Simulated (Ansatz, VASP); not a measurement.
## One calculation of MoS2, two programs

INCAR

```
SYSTEM = MoS2
PREC = Accurate ; ENCUT = 520
EDIFF = 1E-6 ; ISMEAR = 1
SIGMA = 0.15 ; LREAL = .FALSE.
LASPH = .TRUE. ; NELM = 80
ALGO = Normal ; ISIF = 2
LWAVE = .FALSE. ; LCHARG = .FALSE.
GGA = PE ; NBANDS = 35
```

File KPOINTS:

```
Automatic mesh
0
G
  8 8 2
  0 0 0
```

Contents of POSCAR:

```
MoS2
1.0
    3.1899873666      0.0000000000      0.0000000000
   -1.5949936833      2.7626105959      0.0000000000
    0.0000000000      0.0000000000     12.4056182726
Mo S
2 4
Direct
    0.3333333333      0.6666666667      0.2500000000
    0.6666666667      0.3333333333      0.7500000000
    0.3333333333      0.6666666667      0.6230000000
    0.6666666667      0.3333333333      0.1230000000
    0.3333333333      0.6666666667      0.8770000000
    0.6666666667      0.3333333333      0.3770000000
```

Input for Ansatz:

```yaml
crystal:
  lattice:
    - [3.1899873665959984, 0.0, 0.0]
    - [-1.5949936832979992, 2.762610595911609, 0.0]
    - [0.0, 0.0, 12.405618272618833]
  atoms:
    - { symbol: Mo, position: [0.3333333333333333, 0.6666666666666666, 0.25] }
    - { symbol: Mo, position: [0.6666666666666666, 0.3333333333333333, 0.75] }
    - { symbol: S, position: [0.3333333333333333, 0.6666666666666666, 0.623] }
    - { symbol: S, position: [0.6666666666666666, 0.3333333333333333, 0.123] }
    - { symbol: S, position: [0.3333333333333333, 0.6666666666666666, 0.877] }
    - { symbol: S, position: [0.6666666666666666, 0.3333333333333333, 0.377] }
basis:
  ecutwfc: 500.0
kpoints:
  mp_grid:
    grid: [8, 8, 2]
hamiltonian:
  pseudopotentials:
    kind: paw
scf:
  occupations:
    method: cold
    width: 0.15
output:
  stress: true
```

Alike in both runs: task single point; functional PBE; k mesh 8 × 8 × 2; no spin polarisation.

```csv
,VASP,Ansatz
version,VASP 6.6.1,Ansatz 0.2.0
potentials or method,"VASP PAW PBE potentials, release 64 (Mo_sv, S), cutoff 520 eV","plane waves, PAW"
occupations,"methfessel-paxton of order 1, width 0.15 eV","cold, width 0.15 eV"
valence electrons in the cell,52,52
```

Ansatz gave:

| Item | Value |
| --- | --- |
| pressure (GPa) | -0.9 |
| traceless stress, the component that is largest in VASP (GPa) | 0.06 |

**Question.** Estimate VASP's values.

**Answer.** Pressure (GPa): -1.0; traceless stress, the component that is largest in VASP (GPa): 0.02.
